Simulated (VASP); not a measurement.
The system is Yb3InC.

```
CELL_PARAMETERS angstrom
5.06325 0.00000 0.00000
0.00000 5.06325 0.00000
0.00000 0.00000 5.06325
ATOMIC_POSITIONS crystal
Yb 0.50000 0.00000 0.50000
Yb 0.00000 0.50000 0.50000
Yb 0.50000 0.50000 0.00000
In 0.00000 0.00000 0.00000
C 0.50000 0.50000 0.50000
```

Base run:

```yaml
Program: VASP 6.6.1
Functional: PBE
Potentials_or_basis: VASP PAW PBE potentials, release 64 (Yb, In_d, C)
Cutoff: 600 eV
k_mesh: 4 × 4 × 4
Occupations: fermi-dirac, width 0.1 eV
Spin: no spin polarisation
```

Its results: band gap on the k mesh zero (an odd number of electrons rules out a gap without spin polarisation); pressure -3.8 GPa.

Task: The run is repeated on the same cell with these changes: k mesh from 4 × 4 × 4 to 5 × 5 × 5. What comes out?

Result: Band gap on the k mesh zero (an odd number of electrons rules out a gap without spin polarisation); pressure -2.5 GPa.

Caveats: spin-orbit coupling is left out, which moves the levels of the heavy elements; the cell stands under tension (at least some runs).
